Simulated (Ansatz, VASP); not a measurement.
## TiTe2 in VASP and in Ansatz

The input INCAR:

```
SYSTEM = TiTe2
PREC = Accurate
ENCUT = 520
EDIFF = 1E-7
ISMEAR = 0
SIGMA = 0.02
LREAL = .False.
LASPH = .True.
NELM = 60
ALGO = Normal
ISIF = 2
LWAVE = .False.
LCHARG = .True.
GGA = PS
LELF = .True.
LVHAR = .True.
NBANDS = 19
```

KPOINTS

```
regular mesh
0
Gamma
  12 12 6
  0 0 0
```

File POSCAR:

```
TiTe2
1.0
    3.7770000000      0.0000000000      0.0000000000
   -1.8885000000      3.2709779501      0.0000000000
    0.0000000000      0.0000000000      6.4980000000
Te Ti
2 1
Direct
    0.3333333333      0.6666666667      0.7525893506
    0.6666666667      0.3333333333      0.2628000000
    0.0000000000      0.0000000000      0.0000000000
```

Input for Ansatz:

```yaml
crystal:
  lattice:
    - [3.777, 0.0, 0.0]
    - [-1.8885, 3.2709779501, 0.0]
    - [0.0, 0.0, 6.498]
  atoms:
    - { symbol: Te, position: [0.3333333333, 0.6666666667, 0.7525893506] }
    - { symbol: Te, position: [0.6666666667, 0.3333333333, 0.2628] }
    - { symbol: Ti, position: [0.0, 0.0, 0.0] }
hamiltonian:
  xc: pbesol
kpoints:
  mp_grid: { grid: [12, 12, 6] }
scf:
  occupations: { method: gaussian, width: 0.02 }
  convergence: { dr2_threshold: 1.0e-09 }
basis:
  ecutwfc: 600
output:
  forces: true
  stress: true
```

Alike in both runs: task single point; functional PBEsol; k mesh 12 × 12 × 6; occupations gaussian, width 0.02 eV; no spin polarisation.

```csv
,VASP,Ansatz
version,VASP 6.6.1,Ansatz 0.2.0
potentials or method,"VASP PAW PBE potentials, release 64 (Te, Ti_sv), cutoff 520 eV","scalar-relativistic, plane waves, PAW"
valence electrons in the cell,24,44
```

Ansatz gave:

- pressure (GPa): -0.5
- traceless stress, the component that is largest in VASP (GPa): 1.36
- rms of the force components (eV/Å): 0.272

**Question.** What did VASP give for the same quantities?

**Answer.** Pressure (GPa): -0.4; traceless stress, the component that is largest in VASP (GPa): 1.36; rms of the force components (eV/Å): 0.278.

VASP's potentials were made for PBE, not for PBEsol. Atom by atom the forces differ by 0.009 eV/Å (rms over components). VASP's potentials hold 24 valence electrons a cell and Ansatz's 44, so a difference there can come from the potentials and not from the codes. Ansatz's warnings: stress scf threshold loose.

Neither program's run includes spin-orbit coupling.
